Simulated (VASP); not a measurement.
# Yb (P6_3/mmc) in VASP: further runs

Yb is run at these levels: PBE+U; tasks: single point, relaxation of cell and atoms.

Program: VASP 6.6.1. These are calculated values, not measurements. Logs are shortened: lines on timing, memory, paths and dates and some standing lists are left out, and cuts for length are marked.

## (1) The cell of the first run

It takes space group P6_3/mmc (No. 194, hexagonal). The conventional cell has a = 3.906 Å, b = 3.906 Å, c = 6.194 Å, α = 90.00°, β = 90.00°, γ = 120.00°. Within 5.0 Å of Yb (site symmetry -6m2) lie 12 Yb at 3.83 to 3.91 Å.

## (2) Single point, PBE+U

The input, INCAR:

```
ALGO = Normal
EDIFF = 1E-6
ENCUT = 520
GGA = PE
ISIF = 2
ISMEAR = 0
LASPH = T
LCHARG = F
LDAU = T
LDAUJ = 0
LDAUL = 3
LDAUPRINT = 1
LDAUTYPE = 2
LDAUU = 6
LMAXMIX = 6
LREAL = F
LWAVE = F
NBANDS = 31
NELM = 150
PREC = Accurate
SIGMA = 0.05
```

The input, KPOINTS:

```
k-points
0
Gamma
  6 6 4
```

The input, POSCAR:

```
Yb
1.0
    3.9060188722      0.0000000000      0.0000000000
   -1.9530094361      3.3827115709      0.0000000000
    0.0000000000      0.0000000000      6.1935869809
Yb
2
Direct
    0.3333333333      0.6666666667      0.7500000000
    0.6666666667      0.3333333333      0.2500000000
```

Potentials or basis: VASP PAW PBE potentials, release 64 (Yb).

On the command line:

```bash
cat potpaw_PBE.64/Yb/POTCAR > POTCAR
mpirun -np 1 vasp_std > vasp.out
```

OUTCAR:

```text
EDIFF = 1E-6
   ENCUT = 520
   GGA = PE
   ISIF = 2
   ISMEAR = 0
   LASPH = T
   LREAL = F
   NELM = 150
   PREC = Accurate

 ion  position               nearest neighbor table
   1  0.333  0.667  0.750-
   2  0.667  0.333  0.250-

  LATTYP: Found a hexagonal cell.
 ALAT       =     3.9060188722
 C/A-ratio  =     1.5856520881

  Lattice vectors:

 A1 = (   3.9060188722,   0.0000000000,   0.0000000000)
 A2 = (  -1.9530094361,   3.3827115709,   0.0000000000)
 A3 = (   0.0000000000,   0.0000000000,   6.1935869809)

Analysis of symmetry for initial positions (statically):
=====================================================================
 Subroutine PRICEL returns:
 Original cell was already a primitive cell.

 Routine SETGRP: Setting up the symmetry group for a
 hexagonal supercell.

 Subroutine GETGRP returns: Found 24 space group operations
 (whereof 12 operations were pure point group operations)
 out of a pool of 24 trial point group operations.

The static configuration has the point symmetry D_3d.
 The point group associated with its full space group is D_6h.

Analysis of symmetry for dynamics (positions and initial velocities):
=====================================================================
 Subroutine PRICEL returns:
 Original cell was already a primitive cell.

[... 216 lines left out ...]
  o =  0.9869  v =  1.0000 -0.0000  0.0000  0.0000 -0.0000  0.0000  0.0000  0.0000  0.0000  0.0000  0.0000  0.0000  0.0000  0.0000      0.0000  0.0000  0.0000  0.0000  0.0000  0.0000  0.0000  0.0000  0.0000  0.0000  0.0000  0.0000  0.0000  0.0000
  o =  0.9869  v =  0.0000  0.0000  0.0000  0.0000  0.0000  0.0000  0.0000  1.0000 -0.0000  0.0000  0.0000 -0.0000  0.0000  0.0000      0.0000  0.0000  0.0000  0.0000  0.0000  0.0000  0.0000  0.0000  0.0000  0.0000  0.0000  0.0000  0.0000  0.0000
  o =  0.9876  v = -0.0000 -0.9932  0.0000  0.0000 -0.0000 -0.1167 -0.0000  0.0000  0.0000  0.0000  0.0000  0.0000  0.0000  0.0000      0.0000  0.0000  0.0000  0.0000  0.0000  0.0000  0.0000  0.0000  0.0000  0.0000  0.0000  0.0000  0.0000  0.0000
  o =  0.9876  v =  0.0000  0.0000  0.0000  0.0000  0.0000  0.0000  0.0000 -0.0000 -0.9932  0.0000  0.0000 -0.0000 -0.1167 -0.0000      0.0000  0.0000  0.0000  0.0000  0.0000  0.0000  0.0000  0.0000  0.0000  0.0000  0.0000  0.0000  0.0000  0.0000
  o =  0.9876  v =  0.0000  0.0000  0.0000  0.0000  0.0000  0.0000  0.0000 -0.0000 -0.1167  0.0000 -0.0000 -0.0000  0.9932 -0.0000      0.0000  0.0000  0.0000  0.0000  0.0000  0.0000  0.0000  0.0000  0.0000  0.0000  0.0000  0.0000  0.0000  0.0000
  o =  0.9876  v = -0.0000 -0.1167  0.0000 -0.0000 -0.0000  0.9932 -0.0000  0.0000  0.0000  0.0000  0.0000  0.0000  0.0000  0.0000      0.0000  0.0000  0.0000  0.0000  0.0000  0.0000  0.0000  0.0000  0.0000  0.0000  0.0000  0.0000  0.0000  0.0000
  o =  0.9887  v =  0.0000  0.0000  0.0000  0.0000  0.0000  0.0000  0.0000 -0.0000  0.0000  1.0000 -0.0000 -0.0000  0.0000 -0.0000      0.0000  0.0000  0.0000  0.0000  0.0000  0.0000  0.0000  0.0000  0.0000  0.0000  0.0000  0.0000  0.0000  0.0000
  o =  0.9887  v = -0.0000  0.0000  1.0000 -0.0000 -0.0000  0.0000 -0.0000  0.0000  0.0000  0.0000  0.0000  0.0000  0.0000  0.0000      0.0000  0.0000  0.0000  0.0000  0.0000  0.0000  0.0000  0.0000  0.0000  0.0000  0.0000  0.0000  0.0000  0.0000
  o =  0.9887  v = -0.0000  0.0000 -0.0000 -0.0000 -1.0000 -0.0000 -0.0000  0.0000  0.0000  0.0000  0.0000  0.0000  0.0000  0.0000      0.0000  0.0000  0.0000  0.0000  0.0000  0.0000  0.0000  0.0000  0.0000  0.0000  0.0000  0.0000  0.0000  0.0000
  o =  0.9887  v =  0.0000  0.0000  0.0000  0.0000  0.0000  0.0000  0.0000 -0.0000  0.0000 -0.0000 -0.0000 -1.0000 -0.0000 -0.0000      0.0000  0.0000  0.0000  0.0000  0.0000  0.0000  0.0000  0.0000  0.0000  0.0000  0.0000  0.0000  0.0000  0.0000
  o =  0.9888  v =  0.0000  0.0000 -0.0000 -0.0000  0.0000 -0.0000 -1.0000  0.0000  0.0000  0.0000  0.0000  0.0000  0.0000  0.0000      0.0000  0.0000  0.0000  0.0000  0.0000  0.0000  0.0000  0.0000  0.0000  0.0000  0.0000  0.0000  0.0000  0.0000
  o =  0.9888  v =  0.0000  0.0000  0.0000  0.0000  0.0000  0.0000  0.0000  0.0000  0.0000 -0.0000 -0.0000  0.0000 -0.0000 -1.0000      0.0000  0.0000  0.0000  0.0000  0.0000  0.0000  0.0000  0.0000  0.0000  0.0000  0.0000  0.0000  0.0000  0.0000

 number of electron      48.0000005 magnetization

 Free energy of the ion-electron system (eV)
  ---------------------------------------------------
  ext. energy  EPLUGINS =         0.00000000
  ---------------------------------------------------
  free energy    TOTEN  =        -5.58189834 eV

  energy without entropy =       -5.58071430  energy(sigma->0) =       -5.58130632

 E-fermi :   1.2164     XC(G=0):  -8.8103

 val. band max:        1.2010387471   @ k =   0.3333  -0.0000   0.0000
 cond. band min:       1.3124505060   @ k =   0.3333  -0.0000   0.0000
 fundamental gap:      0.1114117588
 Fermi energy:         1.2164021822

 k-point     1 :       0.0000    0.0000    0.0000
  band No.  band energies     occupation
      1     -49.6491      2.00000
      2     -49.6381      2.00000
      3     -22.3660      2.00000
      4     -22.1341      2.00000
      5     -22.1341      2.00000
      6     -22.1115      2.00000
[... 703 lines left out ...]
     30       4.9336      0.00000
     31       6.2040      0.00000

------------------------ aborting loop because EDIFF is reached ----------------------------------------

  FORCE on cell =-STRESS in cart. coord.  units (eV):
  Direction    XX          YY          ZZ          XY          YZ          ZX
  --------------------------------------------------------------------------------------
  -------------------------------------------------------------------------------------
  Total        0.8160928      0.8160928      0.7689728     -0.0000000     -0.0000000      0.0000000
  in kB       15.9774901     15.9774901     15.0549736     -0.0000000     -0.0000000      0.0000000
  external PRESSURE =      15.6699846 kB  Pullay stress =       0.0000000 kB

 VOLUME and BASIS-vectors are now :
 -----------------------------------------------------------------------------
  energy-cutoff  :      520.00
  volume of cell :       81.84
      direct lattice vectors                 reciprocal lattice vectors
     3.906018872  0.000000000  0.000000000     0.256015148  0.147810415  0.000000000
    -1.953009436  3.382711571  0.000000000     0.000000000  0.295620829  0.000000000
     0.000000000  0.000000000  6.193586981     0.000000000  0.000000000  0.161457327

 POSITION                                       TOTAL-FORCE (eV/Angst)
 -----------------------------------------------------------------------------------
     -0.00000      2.25514      4.64519        -0.000000      0.000000      0.000000
      1.95301      1.12757      1.54840         0.000000      0.000000      0.000000
 -----------------------------------------------------------------------------------
    total drift:                                0.000000     -0.000000      0.000000

  FREE ENERGIE OF THE ION-ELECTRON SYSTEM (eV)
  ---------------------------------------------------
  free  energy   TOTEN  =        -5.5818983440 eV

  energy  without entropy=       -5.5807143011  energy(sigma->0) =       -5.58130632
```

stdout:

```text
POSCAR found type information on POSCAR Yb
 POSCAR found :  1 types and       2 ions
 scaLAPACK will be used
 LDA part: xc-table for (Slater+PW92), standard interpolation
 POSCAR, INCAR and KPOINTS ok, starting setup
 FFT: planning ... GRIDC
 FFT: planning ... GRID_SOFT
 FFT: planning ... GRID
 WAVECAR not read
 entering main loop
```

Wall time 54 s (1 thread of AMD EPYC 9R45 (Zen 5), shared host); peak memory 0.19 GiB.

Results:

```yaml
Free_energy: -5.5819 eV
Pressure: 1.6 GPa
Band_gap_on_the_k_mesh: zero (band 24 reaches 1.32 eV, above the bottom of band 25 at 1.03 eV)
```

Stress tensor (GPa, compression positive):
```
1.60 0.00 0.00
0.00 1.60 0.00
0.00 0.00 1.51
```

Eigenvalues of the final occupation matrices:
```
    site  spin  trace                         eigenvalues
site 1 f     1   6.91  0.99 0.99 0.99 0.99 0.99 0.99 0.99
site 1 f     2   6.91  0.99 0.99 0.99 0.99 0.99 0.99 0.99
site 2 f     1   6.91  0.99 0.99 0.99 0.99 0.99 0.99 0.99
site 2 f     2   6.91  0.99 0.99 0.99 0.99 0.99 0.99 0.99
```

Caveat: spin-orbit coupling is left out, which moves the levels of the heavy elements; U without spin polarisation on a metal has little footing. Spin polarisation is off, so any magnetic state and its effect on volume and gap are missing.

## (3) Relaxation of cell and atoms, PBE+U

This run uses another cell than the first one, of 41.37 Å³/atom, 1.011 times its volume.

The input, INCAR:

```
PREC = Accurate
ENCUT = 600
EDIFF = 1E-6
ISMEAR = 0
SIGMA = 0.05
LREAL = False
LASPH = True
NELM = 150
ALGO = Normal
ISIF = 3
LWAVE = False
LCHARG = False
LMAXMIX = 6
LDAU = True
LDAUTYPE = 2
LDAUL = 3
LDAUU = 6
LDAUJ = 0
LDAUPRINT = 1
GGA = PE
IBRION = 2
NSW = 80
EDIFFG = -0.03
```

The input, KPOINTS:

```
regular mesh
0
Gamma
  6 6 4
```

The input, POSCAR:

```
Yb
1.0
    3.8817471086      0.0000000000      0.0000000000
   -1.9408735543      3.3616916071      0.0000000000
    0.0000000000      0.0000000000      6.3401869440
Yb
2
Direct
    0.3333333333      0.6666666667      0.7500000000
    0.6666666667      0.3333333333      0.2500000000
```

Potentials or basis: VASP PAW PBE potentials, release 64 (Yb).

On the command line:

```bash
cat potpaw_PBE.64/Yb/POTCAR > POTCAR
mpirun -np 1 vasp_std > vasp.out
```

Wall time 5.8 min (1 thread of AMD EPYC 9R45 (Zen 5), shared host); peak memory 0.23 GiB.

Results (log left out):

| Property | Result |
| --- | --- |
| Free energy | -5.5820 eV |
| Relaxed volume | 41.00 Å³/atom |
| Relaxed cell | a = 3.904 Å, b = 3.904 Å, c = 6.212 Å, α = 90.00°, β = 90.00°, γ = 120.00° |
| Space group after relaxing (to 0.05 Å) | P6_3/mmc (No. 194) |
| Energy gained by relaxing | 3.0 meV/atom |
| Ionic steps | 9 |
| Pressure after relaxing | 0.1 GPa |
| Band gap on the k mesh | zero (band 24 reaches 1.32 eV, above the bottom of band 25 at 1.02 eV) |

Stress tensor (GPa, compression positive):
```
 0.12  0.00  0.00
 0.00  0.12  0.00
 0.00  0.00 -0.03
```

The path:
```tsv
step	energy change (eV)	largest force (eV/Å)	pressure (GPa)	volume (Å³)
1	0.0000	0.0000	-0.11	82.73
2	-0.0035	0.0000	0.22	82.41
3	-0.0047	0.0000	0.14	82.25
4	-0.0060	0.0000	0.81	81.93
5	-0.0057	0.0000	-0.39	82.06
6	-0.0059	0.0000	1.61	81.98
7	-0.0058	0.0000	-0.08	82.02
8	-0.0058	0.0000	-0.02	82.01
9	-0.0059	0.0000	0.07	82.00
```

Final structure:
```
CELL_PARAMETERS angstrom
3.90413 0.00000 0.00000
-1.95207 3.38108 0.00000
0.00000 0.00000 6.21223
ATOMIC_POSITIONS crystal
Yb 0.33333 0.66667 0.75000
Yb 0.66667 0.33333 0.25000
```

Levels at points of the mesh, in eV from the Fermi level:
```tsv
k point	band 21	band 22	band 23	band 24	band 25	band 26	band 27	band 28
(0.00, 0.00, 0.00)	-1.61	-1.58	-1.57	-1.51	0.23	2.87	2.87	3.08
(0.50, 0.00, 0.00)	-1.59	-1.59	-1.52	-0.78	0.10	0.28	1.73	2.46
(0.00, 0.00, 0.50)	-1.60	-1.60	-1.57	-1.57	1.72	1.72	2.83	2.83
(0.50, 0.00, 0.50)	-1.59	-1.59	-1.20	-1.20	0.32	0.32	1.71	1.71
```

Eigenvalues of the final occupation matrices:
```
    site  spin  trace                         eigenvalues
site 1 f     1   6.91  0.99 0.99 0.99 0.99 0.99 0.99 0.99
site 1 f     2   6.91  0.99 0.99 0.99 0.99 0.99 0.99 0.99
site 2 f     1   6.91  0.99 0.99 0.99 0.99 0.99 0.99 0.99
site 2 f     2   6.91  0.99 0.99 0.99 0.99 0.99 0.99 0.99
```

Caveat: spin-orbit coupling is left out, which moves the levels of the heavy elements; U without spin polarisation on a metal has little footing. Spin polarisation is off, so any magnetic state and its effect on volume and gap are missing.
